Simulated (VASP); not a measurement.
# HfN (F-43m) in VASP: a series of runs

HfN is run at these levels: PBEsol; tasks: single point.

All numbers are computed with VASP 6.6.1; they aren't measurements. Logs are shortened: lines on timing, memory, paths and dates and some standing lists are left out, and cuts for length are marked.

**1. The cell of the first run**

Symmetry: F-43m, No. 216, cubic system. Conventional cell: a = 4.910 Å, b = 4.910 Å, c = 4.910 Å, α = 90.00°, β = 90.00°, γ = 90.00°. Within 2.8 Å of Hf (site symmetry -43m) lie 4 N at 2.13 Å. N (site symmetry -43m) has 4 Hf at 2.13 Å within 2.8 Å.

**2. Single point, PBEsol**

Contents of INCAR:

```
  ALGO = Normal
  EDIFF = 1E-7
  ENCUT = 520
  GGA = PS
  ISIF = 2
  ISMEAR = 1
  LASPH = T
  LCHARG = F
  LREAL = F
  LWAVE = F
  NBANDS = 14
  NELM = 100
  PREC = Accurate
  SIGMA = 0.15
```

Contents of KPOINTS:

```
k-points
0
Gamma
  3 3 3
```

Contents of POSCAR:

```
HfN
1.0
    0.0000000000      2.4548220000      2.4548220000
    2.4548220000      0.0000000000      2.4548220000
    2.4548220000      2.4548220000      0.0000000000
Hf N
1 1
Direct
    0.0000000000      0.0000000000      0.0000000000
    0.7500000000      0.7500000000      0.7500000000
```

Potentials or basis: VASP PAW PBE potentials, release 64 (Hf_pv, N).

Run with:

```console
$ cat potpaw_PBE.64/Hf_pv/POTCAR potpaw_PBE.64/N/POTCAR > POTCAR
$ mpirun -np 1 vasp_std > vasp.out
```

OUTCAR:

```text
EDIFF = 1E-7
   ENCUT = 520
   GGA = PS
   ISIF = 2
   ISMEAR = 1
   LASPH = T
   LREAL = F
   NELM = 100
   PREC = Accurate

 ion  position               nearest neighbor table
   1  0.000  0.000  0.000-   2 2.13   2 2.13   2 2.13   2 2.13
   2  0.750  0.750  0.750-   1 2.13   1 2.13   1 2.13   1 2.13

  LATTYP: Found a face centered cubic cell.
 ALAT       =     4.9096440000

  Lattice vectors:

 A1 = (   0.0000000000,   2.4548220000,   2.4548220000)
 A2 = (   2.4548220000,   0.0000000000,   2.4548220000)
 A3 = (   2.4548220000,   2.4548220000,   0.0000000000)

Analysis of symmetry for initial positions (statically):
=====================================================================
 Subroutine PRICEL returns:
 Original cell was already a primitive cell.

 Routine SETGRP: Setting up the symmetry group for a
 face centered cubic supercell.

 Subroutine GETGRP returns: Found 24 space group operations
 (whereof 24 operations were pure point group operations)
 out of a pool of 48 trial point group operations.

The static configuration has the point symmetry T_d .

Analysis of symmetry for dynamics (positions and initial velocities):
=====================================================================
 Subroutine PRICEL returns:
 Original cell was already a primitive cell.

 Routine SETGRP: Setting up the symmetry group for a
 face centered cubic supercell.

 Subroutine GETGRP returns: Found 24 space group operations
 (whereof 24 operations were pure point group operations)
 out of a pool of 48 trial point group operations.

The dynamic configuration has the point symmetry T_d .

 Subroutine INISYM returns: Found 24 space group operations
 (whereof 24 operations are pure point group operations),
 and found     1 'primitive' translations

----------------------------------------------------------------------------------------

                                     Primitive cell

  volume of cell :      29.5863

  direct lattice vectors                    reciprocal lattice vectors
     0.000000000  2.454822000  2.454822000    -0.203680756  0.203680756  0.203680756
     2.454822000  0.000000000  2.454822000     0.203680756 -0.203680756  0.203680756
     2.454822000  2.454822000  0.000000000     0.203680756  0.203680756 -0.203680756

  length of vectors
     3.471642566  3.471642566  3.471642566     0.352785417  0.352785417  0.352785417

  position of ions in fractional coordinates (direct lattice)
     0.000000000  0.000000000  0.000000000
     0.750000000  0.750000000  0.750000000

  ion indices of the primitive-cell ions
   primitive index   ion index
                 1           1
                 2           2

----------------------------------------------------------------------------------------

 KPOINTS: k-points

Automatic generation of k-mesh.
 Grid dimensions read from file:
 generate k-points for:    3    3    3

 Generating k-lattice:

  Cartesian coordinates                     Fractional coordinates (reciprocal lattice)
    -0.067893585  0.067893585  0.067893585     0.333333333  0.000000000  0.000000000
     0.067893585 -0.067893585  0.067893585     0.000000000  0.333333333  0.000000000
     0.067893585  0.067893585 -0.067893585     0.000000000  0.000000000  0.333333333

  Length of vectors
     0.117595139  0.117595139  0.117595139

  Shift w.r.t. Gamma in fractional coordinates (k-lattice)
     0.000000000  0.000000000  0.000000000

 Subroutine IBZKPT returns following result:
 ===========================================

 Found      4 irreducible k-points:

 Following reciprocal coordinates:
            Coordinates               Weight
  0.000000  0.000000  0.000000      1.000000
  0.333333  0.000000  0.000000      8.000000
  0.333333  0.333333  0.000000      6.000000
 -0.333333  0.333333  0.000000     12.000000
   k-points           NKPTS =      4   k-points in BZ     NKDIM =      4   number of bands    NBANDS=     14
   number of dos      NEDOS =    301   number of ions     NIONS =      2
   total plane-waves  NPLWV =  21952
   dimension x,y,z NGX =    28 NGY =   28 NGZ =   28
   dimension x,y,z NGXF=    56 NGYF=   56 NGZF=   56
   ions per type =               1   1
   NGX,Y,Z   is equivalent  to a cutoff of  13.41, 13.41, 13.41 a.u.
   NGXF,Y,Z  is equivalent  to a cutoff of  26.82, 26.82, 26.82 a.u.
 SYSTEM =  unknown system
   PREC   = accura    normal or accurate (medium, high low for compatibility)
   ISTART =      0    job   : 0-new  1-cont  2-samecut
   ICHARG =      2    charge: 1-file 2-atom 10-const
   ISPIN  =      1    spin polarized calculation?
   LNONCOLLINEAR =      F non collinear calculations
   LSORBIT =      F    spin-orbit coupling
   LASPH  =      T    aspherical Exc in radial PAW
   ENCUT  =  520.0 eV  38.22 Ry    6.18 a.u.   6.45  6.45  6.45*2*pi/ulx,y,z
   NELM   =    100;   NELMIN=  2; NELMDL= -5     # of ELM steps
   EDIFF  = 0.1E-06   stopping-criterion for ELM
   LREAL  =      F    real-space projection
   EDIFFG = 0.1E-05   stopping-criterion for IOM
   NSW    =      0    number of steps for IOM
   IBRION =     -1    ionic relax: 0-MD 1-quasi-New 2-CG
   NFREE  =      0    steps in history (QN), initial steepest desc. (CG)
   ISIF   =      2    stress and relaxation
   ISYM   =      2    0-nonsym 1-usesym 2-fastsym
   POTIM  = 0.5000    time-step for ionic-motion
   TEBEG  =    0.0;   TEEND  =   0.0 temperature during run
   PSTRESS=    0.0 pullay stress
   NELECT =      15.0000    total number of electrons
   NUPDOWN=      -1.0000    fix difference up-down
   EMIN   =  10.00;   EMAX   =-10.00  energy-range for DOS
   EFERMI =   0.00;   METHOD = LEGACY
   ISMEAR =     1;   SIGMA  =   0.15  broadening in eV -4-tet -1-fermi 0-gaus
   EFERMI_NEDOS =   21; number of points for ismear=-14 and -15
   IALGO  =     38    algorithm
   IMIX   =      4    mixing-type and parameters
     AMIX     =   0.40;   BMIX     =  1.00
     AMIX_MAG =   1.60;   BMIX_MAG =  1.00
  volume/ion in A,a.u.               =      14.79        99.83
  Fermi-wavevector in a.u.,A,eV,Ry     =   1.305395  2.466839 23.185087  1.704056
  Thomas-Fermi vector in A             =   2.436267
   LORBIT       =      0    0 simple, 1 ext, 2 COOP (PROOUT), +10 PAW based schemes
   GGA     = PS    functional components
   LHFCALC =     F    Hartree Fock is set to
   AEXX    =    0.0000 exact exchange contribution
   IVDW    =     0    specifies the selected vdW correction
   LEPSILON=     F    determine dielectric tensor
   LRPA    =     F    only Hartree local field effects (RPA)
 non-spin polarized calculation
 Methfessel and Paxton  Order N= 1 SIGMA  =   0.15
  energy-cutoff  :      520.00
  volume of cell :       29.59
 maximum number of plane-waves:       821
 NGX is ok and might be reduce to    28
   NGX = 13   NGY = 13   NGZ = 13

 number of electron      15.0000001 magnetization

 Free energy of the ion-electron system (eV)
  ---------------------------------------------------
  ext. energy  EPLUGINS =         0.00000000
  ---------------------------------------------------
  free energy    TOTEN  =       -22.33160994 eV

  energy without entropy =      -22.31389885  energy(sigma->0) =      -22.32570625

 E-fermi :   4.8419     XC(G=0): -11.3946

 val. band max:        4.8260016598   @ k =  -0.3333   0.3333   0.0000
 cond. band min:       4.8554193614   @ k =   0.0000   0.0000   0.0000
 fundamental gap:      0.0294177016
 Fermi energy:         4.8418912890

 k-point     1 :       0.0000    0.0000    0.0000
  band No.  band energies     occupation
      1     -25.4203      2.00000
      2     -25.4203      2.00000
      3     -25.4203      2.00000
      4     -10.4702      2.00000
      5       0.1755      2.00000
      6       0.1755      2.00000
      7       0.1755      2.00000
      8       4.8554      0.84804
      9       7.8236     -0.00000
     10       7.8236     -0.00000
     11      12.2010      0.00000
     12      12.2010      0.00000
     13      12.2010      0.00000
     14      17.9588      0.00000

 k-point     2 :       0.3333    0.0000    0.0000
  band No.  band energies     occupation
      1     -25.7805      2.00000
      2     -25.4678      2.00000
      3     -25.4678      2.00000
      4      -9.6063      2.00000
      5      -0.4074      2.00000
      6       0.6599      2.00000
      7       0.6599      2.00000
      8       7.4603     -0.00000
      9       7.6239     -0.00000
     10       7.6239     -0.00000
     11      10.5991      0.00000
     12      12.0327      0.00000
     13      12.0327      0.00000
     14      13.7456      0.00000

 k-point     3 :       0.3333    0.3333    0.0000
  band No.  band energies     occupation
      1     -25.7807      2.00000
      2     -25.5408      2.00000
      3     -25.5408      2.00000
      4      -9.3112      2.00000
      5      -1.2211      2.00000
      6       1.4436      2.00000
      7       1.4436      2.00000
      8       4.7148      2.00229
      9       8.7696      0.00000
     10       9.0905      0.00000
     11      11.2631      0.00000
     12      11.2631      0.00000
     13      12.1758      0.00000
     14      17.6098      0.00000

 k-point     4 :      -0.3333    0.3333    0.0000
  band No.  band energies     occupation
      1     -25.7987      2.00000
      2     -25.6842      2.00000
      3     -25.5280      2.00000
      4      -9.0622      2.00000
      5      -0.1753      2.00000
      6       0.8824      2.00000
      7       1.4250      2.00000
      8       4.8260      1.17818
      9       7.7170     -0.00000
     10       8.0878      0.00000
     11      11.6120      0.00000
     12      11.7991      0.00000
     13      13.8855      0.00000
     14      15.4564      0.00000

------------------------ aborting loop because EDIFF is reached ----------------------------------------

  FORCE on cell =-STRESS in cart. coord.  units (eV):
  Direction    XX          YY          ZZ          XY          YZ          ZX
  --------------------------------------------------------------------------------------
  -------------------------------------------------------------------------------------
  Total       -1.2563335     -1.2563335     -1.2563335      0.0000000      0.0000000      0.0000000
  in kB      -68.0339210    -68.0339210    -68.0339210      0.0000000      0.0000000      0.0000000
  external PRESSURE =     -68.0339210 kB  Pullay stress =       0.0000000 kB

 VOLUME and BASIS-vectors are now :
 -----------------------------------------------------------------------------
  energy-cutoff  :      520.00
  volume of cell :       29.59
      direct lattice vectors                 reciprocal lattice vectors
     0.000000000  2.454822000  2.454822000    -0.203680756  0.203680756  0.203680756
     2.454822000  0.000000000  2.454822000     0.203680756 -0.203680756  0.203680756
     2.454822000  2.454822000  0.000000000     0.203680756  0.203680756 -0.203680756

 POSITION                                       TOTAL-FORCE (eV/Angst)
 -----------------------------------------------------------------------------------
      0.00000      0.00000      0.00000        -0.000000     -0.000000     -0.000000
      3.68223      3.68223      3.68223         0.000000      0.000000      0.000000
 -----------------------------------------------------------------------------------
    total drift:                                0.000000      0.000000      0.000000

  FREE ENERGIE OF THE ION-ELECTRON SYSTEM (eV)
  ---------------------------------------------------
  free  energy   TOTEN  =       -22.3316099435 eV

  energy  without entropy=      -22.3138988485  energy(sigma->0) =      -22.32570625
```

It took 4.8 s on 1 thread of Intel Xeon Platinum 8488C (Sapphire Rapids), shared host; peak memory 0.15 GiB.

Results:

| Property | Result |
| --- | --- |
| Free energy | -22.3316 eV |
| Pressure | -6.8 GPa |

Caveat: the k points lie up to 0.74 Å⁻¹ apart; the PAW data sets were made with another functional, which shifts forces and pressure a little; spin-orbit coupling is left out, which moves the levels of the heavy elements.

**3. Single point, PBEsol**

Contents of INCAR:

```
SYSTEM = HfN
ALGO     = Normal         ! electronic algorithm
EDIFF    = 1E-6           ! SCF threshold, eV
ENCUT    = 520            ! plane-wave cutoff, eV
GGA      = PS             ! functional
ISIF     = 2              ! what is computed and relaxed
ISMEAR   = 1              ! smearing method
LASPH    = .True.         ! aspherical terms in the spheres
LCHARG   = .False.        ! write CHGCAR
LREAL    = .False.        ! projectors in reciprocal space
LWAVE    = .False.        ! write WAVECAR
NBANDS   = 14             ! bands
NELM     = 60             ! most SCF steps
PREC     = Accurate       ! precision mode
SIGMA    = 0.15           ! smearing width, eV
```

Contents of KPOINTS:

```
k-points
0
Gamma
  4 4 4
  0 0 0
```

POSCAR is that of step 2.

Potentials or basis: VASP PAW PBE potentials, release 64 (Hf_pv, N).

Run with:

```console
$ cat potpaw_PBE.64/Hf_pv/POTCAR potpaw_PBE.64/N/POTCAR > POTCAR
$ mpirun -np 1 vasp_std > vasp.out
```

Wall time 5.3 s (1 thread of Intel Xeon Platinum 8488C (Sapphire Rapids), shared host); peak memory 0.15 GiB.

It converged, with:

```
Free energy : -22.1987 eV
Pressure    : -5.1 GPa
```

Levels at points of the mesh, in eV from the Fermi level:
```tsv
k point	band 5	band 6	band 7	band 8	band 9	band 10
(0.00, 0.00, 0.00)	-5.14	-5.14	-5.14	-0.43	2.49	2.49
(0.50, 0.00, 0.00)	-5.42	-4.55	-4.55	1.84	2.99	2.99
(0.50, 0.50, 0.00)	-6.62	-3.28	-3.28	-0.84	2.44	4.29
```

Caveat: the k points lie up to 0.55 Å⁻¹ apart; the PAW data sets were made with another functional, which shifts forces and pressure a little; spin-orbit coupling is left out, which moves the levels of the heavy elements.

**4. Single point, PBEsol**

Contents of INCAR:

```
SYSTEM = HfN
PREC     = Accurate       ! precision mode
ENCUT    = 520            ! plane-wave cutoff, eV
EDIFF    = 1E-6           ! SCF threshold, eV
ISMEAR   = 1              ! smearing method
SIGMA    = 0.15           ! smearing width, eV
LREAL    = .False.        ! projectors in reciprocal space
LASPH    = .True.         ! aspherical terms in the spheres
NELM     = 100            ! most SCF steps
ALGO     = Normal         ! electronic algorithm
ISIF     = 2              ! what is computed and relaxed
LWAVE    = .False.        ! write WAVECAR
LCHARG   = .False.        ! write CHGCAR
GGA      = PS             ! functional
NBANDS   = 14             ! bands
```

Contents of KPOINTS:

```
Automatic mesh
0
Gamma
  5 5 5
  0 0 0
```

POSCAR is that of step 3.

Potentials or basis: VASP PAW PBE potentials, release 64 (Hf_pv, N).

Run with:

```console
$ cat potpaw_PBE.64/Hf_pv/POTCAR potpaw_PBE.64/N/POTCAR > POTCAR
$ mpirun -np 1 vasp_std > vasp.out
```

OUTCAR:

```text
SYSTEM = HfN
   PREC = Accurate
   ENCUT = 520
   EDIFF = 1E-6
   ISMEAR = 1
   LREAL = .False.
   LASPH = .True.
   NELM = 100
   ISIF = 2
   GGA = PS

 ion  position               nearest neighbor table
   1  0.000  0.000  0.000-   2 2.13   2 2.13   2 2.13   2 2.13
   2  0.750  0.750  0.750-   1 2.13   1 2.13   1 2.13   1 2.13

  LATTYP: Found a face centered cubic cell.
 ALAT       =     4.9096440000

  Lattice vectors:

 A1 = (   0.0000000000,   2.4548220000,   2.4548220000)
[... 339 lines left out ...]

------------------------ aborting loop because EDIFF is reached ----------------------------------------

  FORCE on cell =-STRESS in cart. coord.  units (eV):
  Direction    XX          YY          ZZ          XY          YZ          ZX
  --------------------------------------------------------------------------------------
  -------------------------------------------------------------------------------------
  Total       -1.0314567     -1.0314567     -1.0314567     -0.0000000      0.0000000      0.0000000
  in kB      -55.8562234    -55.8562234    -55.8562234     -0.0000000      0.0000000      0.0000000
  external PRESSURE =     -55.8562234 kB  Pullay stress =       0.0000000 kB

 VOLUME and BASIS-vectors are now :
 -----------------------------------------------------------------------------
  energy-cutoff  :      520.00
  volume of cell :       29.59
      direct lattice vectors                 reciprocal lattice vectors
     0.000000000  2.454822000  2.454822000    -0.203680756  0.203680756  0.203680756
     2.454822000  0.000000000  2.454822000     0.203680756 -0.203680756  0.203680756
     2.454822000  2.454822000  0.000000000     0.203680756  0.203680756 -0.203680756

 POSITION                                       TOTAL-FORCE (eV/Angst)
 -----------------------------------------------------------------------------------
      0.00000      0.00000      0.00000        -0.000000     -0.000000     -0.000000
      3.68223      3.68223      3.68223         0.000000      0.000000      0.000000
 -----------------------------------------------------------------------------------
    total drift:                                0.000000      0.000000      0.000000

  FREE ENERGIE OF THE ION-ELECTRON SYSTEM (eV)
  ---------------------------------------------------
  free  energy   TOTEN  =       -22.1843182430 eV

  energy  without entropy=      -22.1782935145  energy(sigma->0) =      -22.18231000
```

OSZICAR:

```text
N       E                     dE             d eps       ncg     rms          rms(c)
DAV:   1     0.419115651150E+02    0.41912E+02   -0.76712E+03   280   0.972E+02
DAV:   2    -0.228448938436E+02   -0.64756E+02   -0.60604E+02   372   0.228E+02
DAV:   3    -0.254941954717E+02   -0.26493E+01   -0.26308E+01   328   0.386E+01
DAV:   4    -0.255093621836E+02   -0.15167E-01   -0.15165E-01   322   0.347E+00
DAV:   5    -0.255095116125E+02   -0.14943E-03   -0.14943E-03   334   0.301E-01    0.544E+01
DAV:   6    -0.223551040758E+02    0.31544E+01   -0.11957E+01   298   0.239E+01    0.400E+01
DAV:   7    -0.222149729831E+02    0.14013E+00   -0.76408E-01   292   0.749E+00    0.252E+01
DAV:   8    -0.221925694460E+02    0.22404E-01   -0.11718E-01   328   0.301E+00    0.662E+00
DAV:   9    -0.221845077870E+02    0.80617E-02   -0.22797E-02   328   0.110E+00    0.164E+00
DAV:  10    -0.221843513464E+02    0.15644E-03   -0.14548E-03   328   0.340E-01    0.315E-01
DAV:  11    -0.221843208790E+02    0.30467E-04   -0.10460E-04   340   0.937E-02    0.898E-02
DAV:  12    -0.221843183422E+02    0.25369E-05   -0.18591E-05   376   0.334E-02    0.230E-02
DAV:  13    -0.221843182430E+02    0.99185E-07   -0.77741E-07   182   0.859E-03
   1 F= -.22184318E+02 E0= -.22182310E+02  d E =-.602473E-02
```

Run time: 5.6 s. Hardware: 1 thread of Intel Xeon Platinum 8488C (Sapphire Rapids), shared host; peak memory 0.15 GiB.

Results:

```yaml
Free_energy: -22.1843 eV
Pressure: -5.6 GPa
```

Caveat: the k points lie up to 0.44 Å⁻¹ apart; the PAW data sets were made with another functional, which shifts forces and pressure a little; spin-orbit coupling is left out, which moves the levels of the heavy elements.

(Part 1 of 2 ends here.)
